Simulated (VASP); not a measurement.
Runs of VASP 6.6.1 on Ti2InC6. The structure is that of space group Fm-3m (No. 225), or close to it. The cells are those of the table. 

| task | spin | cell | cutoff (eV) | gap on the mesh (eV) | pressure (GPa) | largest force (eV/Å) |
| --- | --- | --- | --- | --- | --- | --- |
| single point | off | a = 5.528 Å, angles 60.0°, 9 atoms | 520 | none | (a) | 8.24 |
| single point | collinear, ferromagnetic start | a = 4.967 Å, angles 60.0°, 9 atoms | 520 | none | 0.1 | 0.03 |
| single point | off | a = 4.967 Å, angles 60.0°, 9 atoms | 520 | none | 0.1 | 0.03 |
| relaxation of cell and atoms | off | relaxed from a = 5.528 Å, angles 60.0°, 9 atoms | 600 | none | -0.2 | 0.02 |

Alike in all rows: level PBE; potentials or basis VASP PAW PBE potentials, release 64 (Ti_sv, In_d, C); k mesh 4 × 4 × 4; smearing gaussian 0.1 eV.

Problem. Estimate the missing entries.

Solution. (a) 14.4.

Caveats: some runs use coarse meshes; spin-orbit coupling is left out, which moves the levels of the heavy elements; forces of over 1 eV/Å act on the atoms, so gaps and moduli don't describe the material at rest (some runs).

A k mesh can miss the band edges, and the runs leave out spin-orbit coupling on In.

A gap of «none» marks levels without a gap at the run's occupations.
